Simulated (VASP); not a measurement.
# YRhS3 (Pm-3m) in VASP: single point with PBE

Aim: the single point of YRhS3 with PBE.

Program: VASP 6.6.1. These are calculated values, not measurements. Logs are shortened: lines on timing, memory, paths and dates and some standing lists are left out, and cuts for length are marked.

### 1 The cell of the first run

It takes space group Pm-3m (No. 221, cubic). Conventional cell: a = 4.634 Å, b = 4.634 Å, c = 4.634 Å, α = 90.00°, β = 90.00°, γ = 90.00°. Within 4.3 Å of Y (site symmetry m-3m) lie 12 S at 3.28 Å and 8 Rh at 4.01 Å. Within 3.1 Å of Rh (site symmetry m-3m) lie 6 S at 2.32 Å. Within 3.1 Å of S (site symmetry 4/mmm) lie 2 Rh at 2.32 Å.

### 2 Single point, PBE, collinear spin, ferromagnetic start

INCAR

```
SYSTEM = YRhS3
PREC = Accurate
ENCUT = 520
EDIFF = 1E-6
ISMEAR = 0
SIGMA = 0.1
LREAL = .False.
LASPH = .True.
NELM = 150
ALGO = Normal
ISIF = 2
LWAVE = .False.
LCHARG = .True.
ISPIN = 2
MAGMOM = 0 0.52 0 0 0
LORBIT = 11
LMAXMIX = 4
GGA = PE
LELF = .True.
LVHAR = .True.
NBANDS = 34
```

KPOINTS

```
Automatic mesh
0
Gamma
  8 8 8
  0 0 0
```

POSCAR

```
YRhS3
1.0
    4.6337801658      0.0000000000      0.0000000000
    0.0000000000      4.6337801658      0.0000000000
    0.0000000000      0.0000000000      4.6337801658
Y Rh S
1 1 3
Direct
    0.5000000000      0.5000000000      0.5000000000
    0.0000000000      0.0000000000      0.0000000000
    0.5000000000      0.0000000000      0.0000000000
    0.0000000000      0.5000000000      0.0000000000
    0.0000000000      0.0000000000      0.5000000000
```

Potentials or basis: VASP PAW PBE potentials, release 64 (Y_sv, Rh_pv, S).

On the command line:

```console
> cat potpaw_PBE.64/Y_sv/POTCAR potpaw_PBE.64/Rh_pv/POTCAR potpaw_PBE.64/S/POTCAR > POTCAR
> mpirun -np 1 vasp_std > vasp.out
```

OUTCAR:

```text
SYSTEM = YRhS3
   PREC = Accurate
   ENCUT = 520
   EDIFF = 1E-6
   ISMEAR = 0
   LREAL = .False.
   LASPH = .True.
   NELM = 150
   ISIF = 2
   ISPIN = 2
   LORBIT = 11
   GGA = PE

 ion  position               nearest neighbor table
   1  0.500  0.500  0.500-   3 3.28   4 3.28   5 3.28   3 3.28   4 3.28   3 3.28   5 3.28   3 3.28
                             4 3.28   5 3.28   4 3.28   5 3.28
   2  0.000  0.000  0.000-   3 2.32   4 2.32   5 2.32   5 2.32   4 2.32   3 2.32
   3  0.500  0.000  0.000-   2 2.32   2 2.32   1 3.28   1 3.28   1 3.28   1 3.28
   4  0.000  0.500  0.000-   2 2.32   2 2.32   1 3.28   1 3.28   1 3.28   1 3.28
   5  0.000  0.000  0.500-   2 2.32   2 2.32   1 3.28   1 3.28   1 3.28   1 3.28

  LATTYP: Found a simple cubic cell.
 ALAT       =     4.6337801658

  Lattice vectors:

 A1 = (   4.6337801658,   0.0000000000,   0.0000000000)
 A2 = (   0.0000000000,   4.6337801658,   0.0000000000)
 A3 = (   0.0000000000,   0.0000000000,   4.6337801658)

Analysis of symmetry for initial positions (statically):
=====================================================================
 Subroutine PRICEL returns:
 Original cell was already a primitive cell.

 Routine SETGRP: Setting up the symmetry group for a
 simple cubic supercell.

 Subroutine GETGRP returns: Found 48 space group operations
 (whereof 48 operations were pure point group operations)
 out of a pool of 48 trial point group operations.

The static configuration has the point symmetry O_h .

Analysis of symmetry for dynamics (positions and initial velocities):
=====================================================================
 Subroutine PRICEL returns:
 Original cell was already a primitive cell.

 Routine SETGRP: Setting up the symmetry group for a
 simple cubic supercell.

 Subroutine GETGRP returns: Found 48 space group operations
 (whereof 48 operations were pure point group operations)
 out of a pool of 48 trial point group operations.

The dynamic configuration has the point symmetry O_h .

Analysis of structural, dynamic, and magnetic symmetry:
=====================================================================
 Subroutine PRICEL returns:
 Original cell was already a primitive cell.

 Routine SETGRP: Setting up the symmetry group for a
 simple cubic supercell.

 Subroutine GETGRP returns: Found 48 space group operations
 (whereof 48 operations were pure point group operations)
 out of a pool of 48 trial point group operations.

The overall configuration has the point symmetry O_h .

 Subroutine INISYM returns: Found 48 space group operations
 (whereof 48 operations are pure point group operations),
 and found     1 'primitive' translations

----------------------------------------------------------------------------------------

                                     Primitive cell

  volume of cell :      99.4962

  direct lattice vectors                    reciprocal lattice vectors
     4.633780166  0.000000000  0.000000000     0.215806526  0.000000000  0.000000000
     0.000000000  4.633780166  0.000000000     0.000000000  0.215806526  0.000000000
     0.000000000  0.000000000  4.633780166     0.000000000  0.000000000  0.215806526

  length of vectors
     4.633780166  4.633780166  4.633780166     0.215806526  0.215806526  0.215806526

  position of ions in fractional coordinates (direct lattice)
     0.500000000  0.500000000  0.500000000
     0.000000000  0.000000000  0.000000000
     0.500000000  0.000000000  0.000000000
     0.000000000  0.500000000  0.000000000
     0.000000000  0.000000000  0.500000000

  ion indices of the primitive-cell ions
   primitive index   ion index
                 1           1
                 2           2
                 3           3
                 4           4
                 5           5

[... 29 lines left out ...]
  0.125000  0.000000  0.000000      6.000000
  0.250000  0.000000  0.000000      6.000000
  0.375000  0.000000  0.000000      6.000000
  0.500000  0.000000  0.000000      3.000000
  0.125000  0.125000  0.000000     12.000000
[... 16 lines left out ...]
  0.375000  0.375000  0.125000     24.000000
  0.500000  0.375000  0.125000     24.000000
 [... further k-points ...]
   k-points           NKPTS =     35   k-points in BZ     NKDIM =     35   number of bands    NBANDS=     34
   number of dos      NEDOS =    301   number of ions     NIONS =      5
   total plane-waves  NPLWV =  46656
   dimension x,y,z NGX =    36 NGY =   36 NGZ =   36
   dimension x,y,z NGXF=    72 NGYF=   72 NGZF=   72
   ions per type =               1   1   3
   NGX,Y,Z   is equivalent  to a cutoff of  12.92, 12.92, 12.92 a.u.
   NGXF,Y,Z  is equivalent  to a cutoff of  25.83, 25.83, 25.83 a.u.
 SYSTEM =  YRhS3
   PREC   = accura    normal or accurate (medium, high low for compatibility)
   ISTART =      0    job   : 0-new  1-cont  2-samecut
   ICHARG =      2    charge: 1-file 2-atom 10-const
   ISPIN  =      2    spin polarized calculation?
   LNONCOLLINEAR =      F non collinear calculations
   LSORBIT =      F    spin-orbit coupling
   LASPH  =      T    aspherical Exc in radial PAW
   ENCUT  =  520.0 eV  38.22 Ry    6.18 a.u.   8.62  8.62  8.62*2*pi/ulx,y,z
   NELM   =    150;   NELMIN=  2; NELMDL= -5     # of ELM steps
   EDIFF  = 0.1E-05   stopping-criterion for ELM
   LREAL  =      F    real-space projection
   EDIFFG = 0.1E-04   stopping-criterion for IOM
   NSW    =      0    number of steps for IOM
   IBRION =     -1    ionic relax: 0-MD 1-quasi-New 2-CG
   NFREE  =      0    steps in history (QN), initial steepest desc. (CG)
   ISIF   =      2    stress and relaxation
   ISYM   =      2    0-nonsym 1-usesym 2-fastsym
   POTIM  = 0.5000    time-step for ionic-motion
   TEBEG  =    0.0;   TEEND  =   0.0 temperature during run
   PSTRESS=    0.0 pullay stress
   NELECT =      44.0000    total number of electrons
   NUPDOWN=      -1.0000    fix difference up-down
   EMIN   =  10.00;   EMAX   =-10.00  energy-range for DOS
   EFERMI =   0.00;   METHOD = LEGACY
   ISMEAR =     0;   SIGMA  =   0.10  broadening in eV -4-tet -1-fermi 0-gaus
   EFERMI_NEDOS =   21; number of points for ismear=-14 and -15
   IALGO  =     38    algorithm
   IMIX   =      4    mixing-type and parameters
     AMIX     =   0.40;   BMIX     =  1.00
     AMIX_MAG =   1.60;   BMIX_MAG =  1.00
  volume/ion in A,a.u.               =      19.90       134.29
  Fermi-wavevector in a.u.,A,eV,Ry     =   1.247260  2.356979 21.166002  1.555657
  Thomas-Fermi vector in A             =   2.381400
   LORBIT       =     11    0 simple, 1 ext, 2 COOP (PROOUT), +10 PAW based schemes
   GGA     = PE    functional components
   LHFCALC =     F    Hartree Fock is set to
   AEXX    =    0.0000 exact exchange contribution
   IVDW    =     0    specifies the selected vdW correction
   LEPSILON=     F    determine dielectric tensor
   LRPA    =     F    only Hartree local field effects (RPA)
 spin polarized calculation
 Gauss-broadening in eV      SIGMA  =   0.10
  energy-cutoff  :      520.00
  volume of cell :       99.50
 maximum number of plane-waves:      2721
 NGX is ok and might be reduce to    36
   NGX = 17   NGY = 17   NGZ = 17

 number of electron      44.0000002 magnetization       0.0155043

 number of electron      44.0000002 magnetization      -0.0009747

 Free energy of the ion-electron system (eV)
  ---------------------------------------------------
  ext. energy  EPLUGINS =         0.00000000
  ---------------------------------------------------
  free energy    TOTEN  =       -29.26889415 eV

  energy without entropy =      -29.24145276  energy(sigma->0) =      -29.25517346

 E-fermi :   5.7579     XC(G=0): -10.4817

 val. band max:        5.7468500547   @ k =   0.3750   0.1250   0.0000
 cond. band min:       5.7648664432   @ k =   0.5000   0.5000   0.2500
 fundamental gap:      0.0180163885
 Fermi energy:         5.7579081687

 spin component 1

 k-point     1 :       0.0000    0.0000    0.0000
  band No.  band energies     occupation
      1     -40.5674      1.00000
      2     -40.5674      1.00000
      3     -40.5674      1.00000
      4     -38.1168      1.00000
      5     -17.9610      1.00000
      6     -17.9610      1.00000
[... 877 lines left out ...]
     33      13.5125      0.00000
     34      13.8297      0.00000

 [... further k-points ...]

 spin component 2

 k-point     1 :       0.0000    0.0000    0.0000
  band No.  band energies     occupation
      1     -40.5678      1.00000
      2     -40.5678      1.00000
      3     -40.5678      1.00000
      4     -38.1167      1.00000
      5     -17.9609      1.00000
      6     -17.9609      1.00000
[... 877 lines left out ...]
     33      13.5124      0.00000
     34      13.8296      0.00000

 [... further k-points ...]

------------------------ aborting loop because EDIFF is reached ----------------------------------------

  FORCE on cell =-STRESS in cart. coord.  units (eV):
  Direction    XX          YY          ZZ          XY          YZ          ZX
  --------------------------------------------------------------------------------------
  -------------------------------------------------------------------------------------
  Total       -0.0735311     -0.0735311     -0.0735311      0.0000000     -0.0000000      0.0000000
  in kB       -1.1840645     -1.1840645     -1.1840645      0.0000000     -0.0000000      0.0000000
  external PRESSURE =      -1.1840645 kB  Pullay stress =       0.0000000 kB

 VOLUME and BASIS-vectors are now :
 -----------------------------------------------------------------------------
  energy-cutoff  :      520.00
  volume of cell :       99.50
      direct lattice vectors                 reciprocal lattice vectors
     4.633780166  0.000000000  0.000000000     0.215806526  0.000000000  0.000000000
     0.000000000  4.633780166  0.000000000     0.000000000  0.215806526  0.000000000
     0.000000000  0.000000000  4.633780166     0.000000000  0.000000000  0.215806526

 POSITION                                       TOTAL-FORCE (eV/Angst)
 -----------------------------------------------------------------------------------
      2.31689      2.31689      2.31689         0.000000      0.000000      0.000000
      0.00000      0.00000      0.00000         0.000000      0.000000      0.000000
      2.31689      0.00000      0.00000         0.000000      0.000000      0.000000
      0.00000      2.31689      0.00000         0.000000      0.000000      0.000000
      0.00000      0.00000      2.31689         0.000000      0.000000      0.000000
 -----------------------------------------------------------------------------------
    total drift:                                0.000000      0.000000     -0.000000

  FREE ENERGIE OF THE ION-ELECTRON SYSTEM (eV)
  ---------------------------------------------------
  free  energy   TOTEN  =       -29.2688941517 eV

  energy  without entropy=      -29.2414527598  energy(sigma->0) =      -29.25517346

 total charge

# of ion       s       p       d       f       tot
--------------------------------------------------
    1        2.111   6.085   0.663   0.027   8.887
    2        0.348   6.307   7.292   0.000  13.948
    3        1.348   2.350   0.000   0.000   3.699
    4        1.348   2.350   0.000   0.000   3.699
    5        1.348   2.350   0.000   0.000   3.699
--------------------------------------------------
tot          6.504  19.443   7.955   0.027  33.930

 magnetization (x)

# of ion       s       p       d       f       tot
--------------------------------------------------
    1        0.000   0.000   0.000  -0.000   0.000
    2       -0.000  -0.000  -0.000   0.000  -0.000
    3       -0.000  -0.000   0.000   0.000  -0.000
    4       -0.000  -0.000   0.000   0.000  -0.000
    5       -0.000  -0.000   0.000   0.000  -0.000
--------------------------------------------------
tot         -0.000  -0.000  -0.000  -0.000  -0.001
```

Run time: 2.3 min. Hardware: 1 thread of AMD EPYC 9R45 (Zen 5), shared host; peak memory 0.34 GiB.

What came out:

- Free energy: -29.2689 eV
- Pressure: -0.1 GPa
- Band gap on the k mesh: zero (filled and empty bands overlap)
- Net moment: 0.00 μB per cell
- Valence electrons inside the program's atomic spheres: Y 8.89; Rh 13.95; S 3.70

Levels at points of the mesh, in eV from the Fermi level:
Spin up:
```csv
k point,band 20,band 21,band 22,band 23,band 24,band 25
"(0.00, 0.00, 0.00)",-1.14,-1.14,-0.46,-0.46,-0.46,1.37
"(0.50, 0.00, 0.00)",-1.02,-0.99,0.18,0.18,1.40,1.93
"(0.50, 0.50, 0.00)",-0.18,-0.18,-0.14,0.06,2.42,2.64
"(0.50, 0.50, 0.50)",0.18,0.18,0.18,1.69,2.27,2.27
```
Spin down:
```
           k point  band 18  band 19  band 20  band 21  band 22  band 23  band 24  band 25  band 26  band 27
(0.00, 0.00, 0.00)    -1.45    -1.45    -1.15    -1.15    -0.46    -0.46    -0.46     1.37     1.37     1.51
(0.50, 0.00, 0.00)    -2.50    -1.02    -1.02    -0.99     0.18     0.18     1.40     1.93     2.36     3.35
(0.50, 0.50, 0.00)    -2.46    -0.56    -0.18    -0.18    -0.14     0.06     2.42     2.64     3.49     3.96
(0.50, 0.50, 0.50)    -0.17    -0.17     0.18     0.18     0.18     1.69     2.27     2.27     2.27     2.73
```
